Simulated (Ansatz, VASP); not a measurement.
**One calculation of Hf3SnS8, two programs**

```
Hf Sn S
1.0
     3.66394    0.00000    0.00000
    -1.83197    3.17306    0.00000
     0.00000    0.00000   27.47231
Hf Sn S
3 1 8
Cartesian
  0.0000 0.0000 6.9146
  0.0000 0.0000 13.7362
  0.0000 0.0000 20.5577
  0.0000 0.0000 0.0000
  0.0000 2.1154 1.4912
  0.0000 2.1154 8.3555
  0.0000 2.1154 15.1770
  0.0000 2.1154 21.9987
  1.8320 1.0577 5.4736
  1.8320 1.0577 12.2953
  1.8320 1.0577 19.1169
  1.8320 1.0577 25.9811
```

Alike in both runs: task single point; functional PBE; k mesh 12 × 12 × 1; occupations gaussian, width 0.02 eV; no spin polarisation.

|  | VASP | Ansatz |
| --- | --- | --- |
| version | VASP 6.6.1 | Ansatz 0.2.0 |
| potentials or method | VASP PAW PBE potentials, release 64 (Hf_pv, Sn_d, S), cutoff 520 eV | scalar-relativistic, plane waves, PAW |
| valence electrons in the cell | 92 | 140 |

|  | VASP | Ansatz | Ansatz less VASP |
| --- | --- | --- | --- |
| gap on the k mesh at the Fermi level (eV) | 1.22 | 1.20 | -0.024 |
| least direct gap on the mesh (eV) | 1.79 | 1.80 | +0.003 |

VASP's potentials hold 92 valence electrons a cell and Ansatz's 140, so a difference there can come from the potentials and not from the codes.

Spin-orbit coupling is off throughout.
